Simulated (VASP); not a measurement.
# Ga2GeO3 (R-3m) in VASP: single point with PBE

Aim: the single point of Ga2GeO3 with PBE.

Everything below comes from runs of VASP 6.6.1. Logs are shortened: lines on timing, memory, paths and dates and some standing lists are left out, and cuts for length are marked.

### 1 The cell of the first run

Symmetry: R-3m, No. 166, trigonal system. The conventional cell has a = 5.816 Å, b = 5.816 Å, c = 8.025 Å, α = 90.00°, β = 90.00°, γ = 120.00°. Within 2.9 Å of Ga (site symmetry 3m) lie 3 O at 2.16 Å and 1 Ga at 2.62 Å and 1 Ge at 2.70 Å. Within 2.8 Å of Ge (site symmetry -3m) lie 6 O at 2.15 Å and 2 Ga at 2.70 Å. Within 3.0 Å of O (site symmetry 2/m) lie 2 Ge at 2.15 Å and 2 Ga at 2.16 Å and 4 O at 2.91 Å.

The cell was generated, and may not be a known phase.

### 2 Single point, PBE

The input, INCAR:

```
PREC = Accurate ; ENCUT = 520
EDIFF = 1E-7 ; ISMEAR = 0
SIGMA = 0.1 ; LREAL = False
LASPH = True ; NELM = 60
ALGO = Normal ; ISIF = 2
LWAVE = False ; LCHARG = False
GGA = PE ; NBANDS = 38
```

The input, KPOINTS:

```
Automatic mesh
0
Gamma
  12 12 12
```

The input, POSCAR:

```
Ga2GeO3
1.0
    2.9081309737      1.6790102005      2.6750640423
   -2.9081309737      1.6790102005      2.6750640423
    0.0000000000     -3.3580204010      2.6750640423
Ga Ge O
2 1 3
Direct
    0.6635158258      0.6635158258      0.6635158258
    0.3364841742      0.3364841742      0.3364841742
    0.0000000000      0.0000000000      0.0000000000
    0.5000000000      0.0000000000      0.0000000000
    0.0000000000      0.5000000000      0.0000000000
    0.0000000000      0.0000000000      0.5000000000
```

Potentials or basis: VASP PAW PBE potentials, release 64 (Ga_d, Ge_d, O).

Run with:

```sh
> cat potpaw_PBE.64/Ga_d/POTCAR potpaw_PBE.64/Ge_d/POTCAR potpaw_PBE.64/O/POTCAR > POTCAR
> mpirun -np 1 vasp_std > vasp.out
```

OUTCAR:

```text
PREC = Accurate
   ENCUT = 520
   EDIFF = 1E-7
   ISMEAR = 0
   LREAL = False
   LASPH = True
   NELM = 60
   ISIF = 2
   GGA = PE

 ion  position               nearest neighbor table
   1  0.664  0.664  0.664-   6 2.16   5 2.16   4 2.16   2 2.62   3 2.70
   2  0.336  0.336  0.336-   6 2.16   5 2.16   4 2.16   1 2.62   3 2.70
   3  0.000  0.000  0.000-   6 2.15   6 2.15   4 2.15   5 2.15   5 2.15   4 2.15   1 2.70   2 2.70

   4  0.500  0.000  0.000-   3 2.15   3 2.15   1 2.16   2 2.16
   5  0.000  0.500  0.000-   3 2.15   3 2.15   1 2.16   2 2.16
   6  0.000  0.000  0.500-   3 2.15   3 2.15   1 2.16   2 2.16

  LATTYP: Found a trigonal (rhomboedric) cell.
 ALAT       =     4.2932818035
 COS(alpha) =     0.0823456490

  Lattice vectors:

 A1 = (   2.9081309737,   1.6790102005,   2.6750640423)
 A2 = (  -2.9081309737,   1.6790102005,   2.6750640423)
 A3 = (   0.0000000000,  -3.3580204010,   2.6750640423)

Analysis of symmetry for initial positions (statically):
=====================================================================
 Subroutine PRICEL returns:
 Original cell was already a primitive cell.

 Routine SETGRP: Setting up the symmetry group for a
 trigonal (rhombohedral) supercell.

 Subroutine GETGRP returns: Found 12 space group operations
 (whereof 12 operations were pure point group operations)
 out of a pool of 12 trial point group operations.

The static configuration has the point symmetry D_3d.

Analysis of symmetry for dynamics (positions and initial velocities):
=====================================================================
 Subroutine PRICEL returns:
 Original cell was already a primitive cell.

 Routine SETGRP: Setting up the symmetry group for a
 trigonal (rhombohedral) supercell.

 Subroutine GETGRP returns: Found 12 space group operations
 (whereof 12 operations were pure point group operations)
 out of a pool of 12 trial point group operations.

The dynamic configuration has the point symmetry D_3d.

 Subroutine INISYM returns: Found 12 space group operations
 (whereof 12 operations are pure point group operations),
 and found     1 'primitive' translations

----------------------------------------------------------------------------------------

                                     Primitive cell

  volume of cell :      78.3705

  direct lattice vectors                    reciprocal lattice vectors
     2.908130974  1.679010201  2.675064042     0.171931734  0.099264833  0.124607609
    -2.908130974  1.679010201  2.675064042    -0.171931734  0.099264833  0.124607609
     0.000000000 -3.358020401  2.675064042     0.000000000 -0.198529665  0.124607609

  length of vectors
     4.293281803  4.293281803  4.293281803     0.234395145  0.234395145  0.234395145

  position of ions in fractional coordinates (direct lattice)
     0.663515826  0.663515826  0.663515826
     0.336484174  0.336484174  0.336484174
     0.000000000  0.000000000  0.000000000
     0.500000000  1.000000000  0.000000000
     1.000000000  0.500000000  0.000000000
     0.000000000  0.000000000  0.500000000

  ion indices of the primitive-cell ions
   primitive index   ion index
                 1           1
                 2           2
                 3           3
                 4           4
                 5           5
                 6           6

----------------------------------------------------------------------------------------

 KPOINTS: Automatic mesh

Automatic generation of k-mesh.
 Grid dimensions read from file:
 generate k-points for:   12   12   12

 Generating k-lattice:

  Cartesian coordinates                     Fractional coordinates (reciprocal lattice)
     0.014327644  0.008272069  0.010383967     0.083333333 -0.000000000  0.000000000
    -0.014327644  0.008272069  0.010383967    -0.000000000  0.083333333  0.000000000
     0.000000000 -0.016544139  0.010383967     0.000000000  0.000000000  0.083333333

  Length of vectors
     0.019532929  0.019532929  0.019532929

  Shift w.r.t. Gamma in fractional coordinates (k-lattice)
     0.000000000  0.000000000  0.000000000

 Subroutine IBZKPT returns following result:
 ===========================================

 Found    189 irreducible k-points:

 Following reciprocal coordinates:
            Coordinates               Weight
  0.000000  0.000000  0.000000      1.000000
  0.083333  0.000000 -0.000000      6.000000
  0.166667  0.000000  0.000000      6.000000
  0.250000  0.000000 -0.000000      6.000000
  0.333333  0.000000 -0.000000      6.000000
  0.416667  0.000000 -0.000000      6.000000
[... 16 lines left out ...]
  0.500000  0.166667 -0.000000     12.000000
 -0.416667  0.166667  0.000000     12.000000
 [... further k-points ...]
   k-points           NKPTS =    189   k-points in BZ     NKDIM =    189   number of bands    NBANDS=     38
   number of dos      NEDOS =    301   number of ions     NIONS =      6
   total plane-waves  NPLWV =  32768
   dimension x,y,z NGX =    32 NGY =   32 NGZ =   32
   dimension x,y,z NGXF=    64 NGYF=   64 NGZF=   64
   ions per type =               2   1   3
   NGX,Y,Z   is equivalent  to a cutoff of  12.39, 12.39, 12.39 a.u.
   NGXF,Y,Z  is equivalent  to a cutoff of  24.78, 24.78, 24.78 a.u.
 SYSTEM =  unknown system
   PREC   = accura    normal or accurate (medium, high low for compatibility)
   ISTART =      0    job   : 0-new  1-cont  2-samecut
   ICHARG =      2    charge: 1-file 2-atom 10-const
   ISPIN  =      1    spin polarized calculation?
   LNONCOLLINEAR =      F non collinear calculations
   LSORBIT =      F    spin-orbit coupling
   LASPH  =      T    aspherical Exc in radial PAW
   ENCUT  =  520.0 eV  38.22 Ry    6.18 a.u.   7.98  7.98  7.98*2*pi/ulx,y,z
   NELM   =     60;   NELMIN=  2; NELMDL= -5     # of ELM steps
   EDIFF  = 0.1E-06   stopping-criterion for ELM
   LREAL  =      F    real-space projection
   EDIFFG = 0.1E-05   stopping-criterion for IOM
   NSW    =      0    number of steps for IOM
   IBRION =     -1    ionic relax: 0-MD 1-quasi-New 2-CG
   NFREE  =      0    steps in history (QN), initial steepest desc. (CG)
   ISIF   =      2    stress and relaxation
   ISYM   =      2    0-nonsym 1-usesym 2-fastsym
   POTIM  = 0.5000    time-step for ionic-motion
   TEBEG  =    0.0;   TEEND  =   0.0 temperature during run
   PSTRESS=    0.0 pullay stress
   NELECT =      58.0000    total number of electrons
   NUPDOWN=      -1.0000    fix difference up-down
   EMIN   =  10.00;   EMAX   =-10.00  energy-range for DOS
   EFERMI =   0.00;   METHOD = LEGACY
   ISMEAR =     0;   SIGMA  =   0.10  broadening in eV -4-tet -1-fermi 0-gaus
   EFERMI_NEDOS =   21; number of points for ismear=-14 and -15
   IALGO  =     38    algorithm
   IMIX   =      4    mixing-type and parameters
     AMIX     =   0.40;   BMIX     =  1.00
     AMIX_MAG =   1.60;   BMIX_MAG =  1.00
  volume/ion in A,a.u.               =      13.06        88.15
  Fermi-wavevector in a.u.,A,eV,Ry     =   1.480812  2.798329 29.834911  2.192804
  Thomas-Fermi vector in A             =   2.594800
   LORBIT       =      0    0 simple, 1 ext, 2 COOP (PROOUT), +10 PAW based schemes
   GGA     = PE    functional components
   LHFCALC =     F    Hartree Fock is set to
   AEXX    =    0.0000 exact exchange contribution
   IVDW    =     0    specifies the selected vdW correction
   LEPSILON=     F    determine dielectric tensor
   LRPA    =     F    only Hartree local field effects (RPA)
 non-spin polarized calculation
 Gauss-broadening in eV      SIGMA  =   0.10
  energy-cutoff  :      520.00
  volume of cell :       78.37
 maximum number of plane-waves:      2128
   NGX = 15   NGY = 15   NGZ = 15

 number of electron      57.9999940 magnetization

 Free energy of the ion-electron system (eV)
  ---------------------------------------------------
  ext. energy  EPLUGINS =         0.00000000
  ---------------------------------------------------
  free energy    TOTEN  =       -30.09791565 eV

  energy without entropy =      -30.08897531  energy(sigma->0) =      -30.09344548

 E-fermi :   5.6559     XC(G=0): -11.1291

 val. band max:        5.6554263464   @ k =   0.5000   0.4167  -0.0000
 cond. band min:       5.6657154220   @ k =  -0.3333   0.3333   0.2500
 fundamental gap:      0.0102890756
 Fermi energy:         5.6559082282

 k-point     1 :       0.0000    0.0000    0.0000
  band No.  band energies     occupation
      1     -19.7171      2.00000
      2     -19.7171      2.00000
      3     -19.6702      2.00000
      4     -19.6274      2.00000
      5     -19.6274      2.00000
      6     -14.5361      2.00000
[... 30 lines left out ...]
     37      14.1011      0.00000
     38      14.1012      0.00000

 k-point     2 :       0.0833    0.0000   -0.0000
  band No.  band energies     occupation
      1     -19.7171      2.00000
      2     -19.7150      2.00000
      3     -19.6703      2.00000
      4     -19.6275      2.00000
      5     -19.6274      2.00000
      6     -14.5138      2.00000
[... 30 lines left out ...]
     37      13.8016      0.00000
     38      13.9032      0.00000

 k-point     3 :       0.1667    0.0000    0.0000
  band No.  band energies     occupation
      1     -19.7171      2.00000
      2     -19.7091      2.00000
      3     -19.6704      2.00000
      4     -19.6278      2.00000
      5     -19.6275      2.00000
      6     -14.4484      2.00000
[... 30 lines left out ...]
     37      13.4261      0.00000
     38      13.7208      0.00000

 k-point     4 :       0.2500    0.0000   -0.0000
  band No.  band energies     occupation
      1     -19.7171      2.00000
      2     -19.7013      2.00000
      3     -19.6705      2.00000
      4     -19.6281      2.00000
      5     -19.6275      2.00000
      6     -14.3444      2.00000
[... 30 lines left out ...]
     37      13.1619      0.00000
     38      13.6193      0.00000
[... 703 lines left out ...]
      4     -19.6290      2.00000
      5     -19.6279      2.00000
      6     -14.0328      2.00000
[... 30 lines left out ...]
     37      12.6920      0.00000
     38      13.3516      0.00000

 k-point    23 :       0.5000    0.1667   -0.0000
  band No.  band energies     occupation
      1     -19.7116      2.00000
      2     -19.6835      2.00000
      3     -19.6700      2.00000
      4     -19.6291      2.00000
      5     -19.6279      2.00000
      6     -13.9405      2.00000
[... 30 lines left out ...]
     37      12.6526      0.00000
     38      13.2762      0.00000

 k-point    24 :      -0.4167    0.1667    0.0000
  band No.  band energies     occupation
      1     -19.7116      2.00000
      2     -19.6853      2.00000
      3     -19.6703      2.00000
      4     -19.6290      2.00000
      5     -19.6279      2.00000
      6     -13.9810      2.00000
[... 30 lines left out ...]
     37      12.6687      0.00000
     38      13.2529      0.00000

 [... further k-points ...]

------------------------ aborting loop because EDIFF is reached ----------------------------------------

  FORCE on cell =-STRESS in cart. coord.  units (eV):
  Direction    XX          YY          ZZ          XY          YZ          ZX
  --------------------------------------------------------------------------------------
  -------------------------------------------------------------------------------------
  Total        0.1316969      0.1316969      0.2222211     -0.0000000      0.0000000     -0.0000000
  in kB        2.6923612      2.6923612      4.5430053     -0.0000000      0.0000000     -0.0000000
  external PRESSURE =       3.3092426 kB  Pullay stress =       0.0000000 kB

 VOLUME and BASIS-vectors are now :
 -----------------------------------------------------------------------------
  energy-cutoff  :      520.00
  volume of cell :       78.37
      direct lattice vectors                 reciprocal lattice vectors
     2.908130974  1.679010201  2.675064042     0.171931734  0.099264833  0.124607609
    -2.908130974  1.679010201  2.675064042    -0.171931734  0.099264833  0.124607609
     0.000000000 -3.358020401  2.675064042     0.000000000 -0.198529665  0.124607609

 POSITION                                       TOTAL-FORCE (eV/Angst)
 -----------------------------------------------------------------------------------
      0.00000      0.00000      5.32484        -0.000000      0.000000     -0.055639
      0.00000      0.00000      2.70035        -0.000000     -0.000000      0.055639
      0.00000      0.00000      0.00000        -0.000000     -0.000000     -0.000000
      1.45407      0.83951      1.33753        -0.000000     -0.000000      0.000000
     -1.45407      0.83951      1.33753         0.000000     -0.000000     -0.000000
      0.00000     -1.67901      1.33753         0.000000     -0.000000      0.000000
 -----------------------------------------------------------------------------------
    total drift:                               -0.000000      0.000000     -0.000000

  FREE ENERGIE OF THE ION-ELECTRON SYSTEM (eV)
  ---------------------------------------------------
  free  energy   TOTEN  =       -30.0979156542 eV

  energy  without entropy=      -30.0889753080  energy(sigma->0) =      -30.09344548
```

It took 3.8 min on 1 thread of Intel Xeon Platinum 8488C (Sapphire Rapids), shared host; peak memory 0.54 GiB.

What came out:

```yaml
Free_energy: -30.0979 eV
Pressure: 0.3 GPa
Largest_force: 0.056 eV/Å
Band_gap_on_the_k_mesh: zero (bands 29 and 30 overlap by 2.38 eV)
```

Forces in eV/Å, atoms in the order of the input:
```
Ga   0.000  0.000 -0.056
Ga   0.000  0.000  0.056
Ge   0.000  0.000  0.000
O    0.000  0.000  0.000
O    0.000  0.000  0.000
O    0.000  0.000  0.000
```
